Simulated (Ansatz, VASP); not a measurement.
BN in VASP and in Ansatz

```
B N
1.0
     2.57948    0.00000    0.00000
    -1.28974    2.23389    0.00000
     0.00000    0.00000    4.22685
B N
2 2
Direct
  0.66667 0.33333 0.99972
  0.33333 0.66667 0.49972
  0.66667 0.33333 0.62528
  0.33333 0.66667 0.12528
```

Change from the starting cell: strain +0.0100 x Voigt [1, 1, 0, 0, 0, 0], atoms carried along.

Alike in both runs: task single point; functional PBE; k mesh 12 × 12 × 6; occupations gaussian, width 0.05 eV; no spin polarisation.

```csv
,VASP,Ansatz
version,VASP 6.6.1,Ansatz 0.2.0
potentials or method,"VASP PAW PBE potentials, release 64 (B, N), cutoff 520 eV","scalar-relativistic, plane waves, PAW"
valence electrons in the cell,16,16
```

Ansatz gave:

* gap on the k mesh at the Fermi level (eV): 5.27
* least direct gap on the mesh (eV): 8.09
* pressure (GPa): -7.1
* traceless stress, the component that is largest in VASP (GPa): 5.47
* rms of the force components (eV/Å): 0.017

Task: What did VASP give for the same quantities?

Result: gap on the k mesh at the Fermi level (eV): 5.26; least direct gap on the mesh (eV): 8.09; pressure (GPa): -6.9; traceless stress, the component that is largest in VASP (GPa): 5.48; rms of the force components (eV/Å): 0.017.

Atom by atom the forces differ by 0.000 eV/Å (rms over components).
